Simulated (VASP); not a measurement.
Write the native input for VASP 6.6.1 that does the following.

```
Task                   : electric field gradients
Functional             : PBE
Potentials or basis    : VASP PAW PBE potentials, release 64 (Mn_pv, Sb)
Cutoff                 : 520 eV
k mesh                 : 11 × 11 × 11
Occupations            : fermi-dirac, width 0.03 eV
Spin                   : collinear spin, ferromagnetic start
Starting moments       : [4.0, 0.0] μB
Dipole correction      : no
Further INCAR settings : ALGO = Normal; EDIFF = 1e-08; NBANDS = 20
```

The structure of MnSb (rocksalt type) lies in POSCAR:

```
MnSb
1.0
    0.0000000000      2.7481667371      2.7481667371
    2.7481667371      0.0000000000      2.7481667371
    2.7481667371      2.7481667371      0.0000000000
Mn Sb
1 1
Direct
    0.0000000000      0.0000000000      0.0000000000
    0.5000000000      0.5000000000      0.5000000000
```

One way to write it, as run:

INCAR

```
SYSTEM = MnSb
ALGO = Normal
EDIFF = 1E-8
ENCUT = 520
GGA = PE
ISIF = 2
ISMEAR = -1
ISPIN = 2
LASPH = .True.
LCHARG = .False.
LEFG = .True.
LMAXMIX = 4
LORBIT = 11
LREAL = .False.
LWAVE = .False.
MAGMOM = 4 0
NBANDS = 20
NELM = 150
PREC = Accurate
SIGMA = 0.03
```

KPOINTS

```
k-points
0
Gamma
  11 11 11
  0 0 0
```

Potentials or basis: VASP PAW PBE potentials, release 64 (Mn_pv, Sb).

The run is started by

```console
$ cat potpaw_PBE.64/Mn_pv/POTCAR potpaw_PBE.64/Sb/POTCAR > POTCAR
$ mpirun -np 1 vasp_std > vasp.out
```

It gave:

```yaml
Pressure: 2.9 GPa
Net_moment: 3.73 μB per cell
Site_moments: Mn +3.66; Sb -0.10 μB
Largest_electric_field_gradient_by_atom: zero within the noise of the run
Valence_electrons_inside_the_program's_atomic_spheres: Mn 11.51; Sb 2.50
```

Caveat: a cell with one magnetic atom can't hold antiferromagnetic order, which such compounds often take.

Wall time 56 s on 1 thread of Intel(R) Xeon(R) 6975P-C (Granite Rapids), on a shared host, peak memory 0.23 GiB.
